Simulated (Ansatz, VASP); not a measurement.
CuB5: VASP beside Ansatz

```
Cu B
1.0
     3.02685    0.00000    0.00000
    -1.51343    2.62133    0.00000
     0.00000    0.00000    5.27422
Cu B
1 5
Direct
  0.00000 0.00000 0.50000
  0.50000 0.00000 0.00000
  0.00000 0.50000 0.00000
  0.50000 0.50000 0.00000
  0.00000 0.00000 0.84672
  0.00000 0.00000 0.15328
```

Alike in both runs: task relaxation of cell and atoms; functional PBE; k mesh 6 × 6 × 4; occupations gaussian, width 0.1 eV; no spin polarisation.

```csv
,VASP,Ansatz
version,VASP 6.6.1,Ansatz 0.2.0
potentials or method,"VASP PAW PBE potentials, release 64 (Cu, B), cutoff 600 eV","scalar-relativistic, plane waves, PAW"
valence electrons in the cell,26,34
```

VASP gave:

```
gap on the k mesh at the Fermi level, each at its own relaxed structure (eV) : none
relaxed volume (Å³/atom)                                                     : 10.07
relaxed length of the cell vector where the two differ most in proportion (Å)              : 3.299
```

**Question.** Estimate Ansatz's values.

**Answer.** gap on the k mesh at the Fermi level, each at its own relaxed structure (eV): none; relaxed volume (Å³/atom): 10.05; relaxed length of the cell vector where the two differ most in proportion (Å): 3.296.

A gap of «none» marks a metal or a gap that the smearing closes. VASP's potentials hold 26 valence electrons a cell and Ansatz's 34, so a difference there can come from the potentials and not from the codes.

The k mesh is coarse, so the values compare programs but aren't converged. Noted on VASP's run: the volume moved by over 15 % at a fixed basis, so the end points are rough.
